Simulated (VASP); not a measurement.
# AlP (F-43m) in VASP: single point with HSE06

Aim: the single point of AlP with HSE06.

Program: VASP 6.6.1. These are calculated values, not measurements. Logs are shortened: lines on timing, memory, paths and dates and some standing lists are left out, and cuts for length are marked.

## 1. The cell of the first run

It takes space group F-43m (No. 216, cubic). Conventional cell: a = 5.698 Å, b = 5.698 Å, c = 5.698 Å, α = 90.00°, β = 90.00°, γ = 90.00°. Al (site symmetry -43m) has 4 P at 2.47 Å within 3.3 Å. Within 3.3 Å of P (site symmetry -43m) lie 4 Al at 2.47 Å.

## 2. Single point, HSE06 (strain +4.0%)

Input file POSCAR:

```
AlP
1.0
    0.0000000000      2.8488274949      2.8488274949
    2.8488274949      0.0000000000      2.8488274949
    2.8488274949      2.8488274949      0.0000000000
Al P
1 1
Direct
    0.0000000000      0.0000000000      0.0000000000
    0.2500000000      0.2500000000      0.2500000000
```

Input file INCAR.step1:

```
PREC = Accurate
ENCUT = 400
EDIFF = 1E-5
ISMEAR = 0
SIGMA = 0.01
LREAL = False
LASPH = True
NELM = 120
ALGO = Normal
ISIF = 2
LWAVE = True
LCHARG = False
GGA = PE
NBANDS = 11
GGA_COMPAT = False
```

Input file INCAR.step2:

```
PREC = Accurate
ENCUT = 400
EDIFF = 1E-6
ISMEAR = 0
SIGMA = 0.01
LREAL = False
LASPH = True
NELM = 120
ALGO = Normal
ISIF = 2
LWAVE = False
LCHARG = False
GGA = PE
LHFCALC = True
HFSCREEN = 0.2079
PRECFOCK = Normal
ISTART = 1
NBANDS = 11
GGA_COMPAT = False
```

Input file KPOINTS:

```
regular mesh
0
Gamma
  6 6 6
```

Potentials or basis: VASP PAW PBE potentials, release 64 (Al, P).

Started as:

```
cat potpaw_PBE.64/Al/POTCAR potpaw_PBE.64/P/POTCAR > POTCAR
cp INCAR.step1 INCAR
mpirun -np 1 vasp_std > vasp.out
cp INCAR.step2 INCAR
mpirun -np 1 vasp_std > vasp.out
```

OUTCAR:

```text
PREC = Accurate
   ENCUT = 400
   EDIFF = 1E-6
   ISMEAR = 0
   LREAL = False
   LASPH = True
   NELM = 120
   ISIF = 2
   GGA = PE
   LHFCALC = True
   HFSCREEN = 0.2079
   PRECFOCK = Normal
   ISTART = 1

 ion  position               nearest neighbor table
   1  0.000  0.000  0.000-   2 2.47   2 2.47   2 2.47   2 2.47
   2  0.250  0.250  0.250-   1 2.47   1 2.47   1 2.47   1 2.47

  LATTYP: Found a face centered cubic cell.
 ALAT       =     5.6976549898

  Lattice vectors:

 A1 = (   0.0000000000,   2.8488274949,   2.8488274949)
 A2 = (   2.8488274949,   0.0000000000,   2.8488274949)
 A3 = (   2.8488274949,   2.8488274949,   0.0000000000)

Analysis of symmetry for initial positions (statically):
=====================================================================
 Subroutine PRICEL returns:
 Original cell was already a primitive cell.

 Routine SETGRP: Setting up the symmetry group for a
 face centered cubic supercell.

 Subroutine GETGRP returns: Found 24 space group operations
 (whereof 24 operations were pure point group operations)
 out of a pool of 48 trial point group operations.

The static configuration has the point symmetry T_d .

Analysis of symmetry for dynamics (positions and initial velocities):
=====================================================================
 Subroutine PRICEL returns:
 Original cell was already a primitive cell.

 Routine SETGRP: Setting up the symmetry group for a
 face centered cubic supercell.

 Subroutine GETGRP returns: Found 24 space group operations
 (whereof 24 operations were pure point group operations)
 out of a pool of 48 trial point group operations.

The dynamic configuration has the point symmetry T_d .

 Subroutine INISYM returns: Found 24 space group operations
 (whereof 24 operations are pure point group operations),
 and found     1 'primitive' translations

----------------------------------------------------------------------------------------

                                     Primitive cell

  volume of cell :      46.2411

  direct lattice vectors                    reciprocal lattice vectors
     0.000000000  2.848827495  2.848827495    -0.175510803  0.175510803  0.175510803
     2.848827495  0.000000000  2.848827495     0.175510803 -0.175510803  0.175510803
     2.848827495  2.848827495  0.000000000     0.175510803  0.175510803 -0.175510803

  length of vectors
[... 89 lines left out ...]
   EFERMI_NEDOS =   21; number of points for ismear=-14 and -15
   IALGO  =     38    algorithm
   IMIX   =      1    mixing-type and parameters
     AMIX     =   0.40;   BMIX     =  1.00
     AMIX_MAG =   1.60;   BMIX_MAG =  1.00
  volume/ion in A,a.u.               =      23.12       156.03
  Fermi-wavevector in a.u.,A,eV,Ry     =   0.912211  1.723829 11.321803  0.832129
  Thomas-Fermi vector in A             =   2.036580
   LORBIT       =      0    0 simple, 1 ext, 2 COOP (PROOUT), +10 PAW based schemes
   GGA     = PE    functional components
   LHFCALC =     T    Hartree Fock is set to
   PRECFOCK=normal    Normal, Fast or Accurate (Low or Medium for compatibility)
   ENCUT4O =  -1.0   cutoff for four orbital integrals eV
   NKREDX  =     1    reduce k-point grid by
   NKREDY  =     1    reduce k-point grid by
   NKREDZ  =     1    reduce k-point grid by
   AEXX    =    0.2500 exact exchange contribution
   HFSCREEN=    0.2079 screening length (either q_TF or 0.3 A-1)
   HFSCREENC=   0.2079 screening length for correlation (either q_TF or 0.3 A-1)
   ENCUTFOCK=  -1.0 apply spherical cutoff to Coloumb kernel
   IVDW    =     0    specifies the selected vdW correction
   LEPSILON=     F    determine dielectric tensor
   LRPA    =     F    only Hartree local field effects (RPA)
 non-spin polarized calculation
 Gauss-broadening in eV      SIGMA  =   0.01
  energy-cutoff  :      400.00
  volume of cell :       46.24
 maximum number of plane-waves:       869
 NGX is ok and might be reduce to    28
  NGX = 20; NGY = 20; NGZ = 20

 number of electron       7.9999999 magnetization

 Free energy of the ion-electron system (eV)
  ---------------------------------------------------
  ext. energy  EPLUGINS =         0.00000000
  ---------------------------------------------------
  free energy    TOTEN  =       -11.84078011 eV

  energy without entropy =      -11.84078011  energy(sigma->0) =      -11.84078011

 E-fermi :   3.0807     XC(G=0):  -7.3012

 val. band max:        3.0165899869   @ k =   0.0000   0.0000   0.0000
 cond. band min:       5.4964982837   @ k =   0.5000   0.5000   0.0000
 fundamental gap:      2.4799082968
 Fermi energy:         3.0807385603

 k-point     1 :       0.0000    0.0000    0.0000
  band No.  band energies     occupation
      1      -9.0192      2.00000
      2       3.0166      2.00000
      3       3.0166      2.00000
      4       3.0166      2.00000
      5       6.0946      0.00000
      6       8.2896      0.00000
      7       8.2896      0.00000
      8       8.2896      0.00000
      9      12.8286      0.00000
     10      12.8286      0.00000
     11      13.4664      0.00000
[... 197 lines left out ...]
 k-point    16 :      -0.3333    0.5000    0.1667
  band No.  band energies     occupation
      1      -6.8434      2.00000
      2      -2.1781      2.00000
      3       0.2651      2.00000
      4       0.5165      2.00000
      5       7.1241      0.00000
      6       7.9718      0.00000
      7      11.2287      0.00000
      8      11.5833      0.00000
      9      14.5979      0.00000
     10      15.6445      0.00000
     11      16.6610      0.00000

------------------------ aborting loop because EDIFF is reached ----------------------------------------

  FORCE on cell =-STRESS in cart. coord.  units (eV):
  Direction    XX          YY          ZZ          XY          YZ          ZX
  --------------------------------------------------------------------------------------
  -------------------------------------------------------------------------------------
  Total       -2.4929911     -2.4929911     -2.4929911      0.0000000      0.0000000      0.0000000
  in kB      -86.3779433    -86.3779433    -86.3779433      0.0000000      0.0000000      0.0000000
  external PRESSURE =     -86.3779433 kB  Pullay stress =       0.0000000 kB

 VOLUME and BASIS-vectors are now :
 -----------------------------------------------------------------------------
  energy-cutoff  :      400.00
  volume of cell :       46.24
      direct lattice vectors                 reciprocal lattice vectors
     0.000000000  2.848827495  2.848827495    -0.175510803  0.175510803  0.175510803
     2.848827495  0.000000000  2.848827495     0.175510803 -0.175510803  0.175510803
     2.848827495  2.848827495  0.000000000     0.175510803  0.175510803 -0.175510803

 POSITION                                       TOTAL-FORCE (eV/Angst)
 -----------------------------------------------------------------------------------
      0.00000      0.00000      0.00000        -0.000000     -0.000000     -0.000000
      1.42441      1.42441      1.42441         0.000000      0.000000      0.000000
 -----------------------------------------------------------------------------------
    total drift:                                0.000406     -0.000129      0.000014

  FREE ENERGIE OF THE ION-ELECTRON SYSTEM (eV)
  ---------------------------------------------------
  free  energy   TOTEN  =       -11.8407801125 eV

  energy  without entropy=      -11.8407801125  energy(sigma->0) =      -11.84078011
```

OUTCAR.step1:

```text
PREC = Accurate
   ENCUT = 400
   EDIFF = 1E-5
   ISMEAR = 0
   LREAL = False
[... 436 lines left out ...]
      0.00000      0.00000      0.00000        -0.000000     -0.000000     -0.000000
      1.42441      1.42441      1.42441         0.000000      0.000000      0.000000
 -----------------------------------------------------------------------------------
    total drift:                               -0.000000     -0.000000     -0.000000

  FREE ENERGIE OF THE ION-ELECTRON SYSTEM (eV)
  ---------------------------------------------------
  free  energy   TOTEN  =       -10.2643842622 eV

  energy  without entropy=      -10.2643842622  energy(sigma->0) =      -10.26438426
```

Run time: 12 min. Hardware: 1 thread of Intel Xeon Platinum 8259CL at 2.50GHz (Skylake/Cascade Lake), shared host; peak memory 0.26 GiB.

What came out:

- Free energy: -11.8408 eV
- Pressure: -8.6 GPa
- Band gap on the k mesh: 2.48 eV (least direct gap 3.08 eV)

Caveat: the cell differs from its parent crystal (strain +4.0%); the cell stands under tension; the PAW data sets were made with another functional, which shifts forces and pressure a little. A k mesh can miss the band edges.
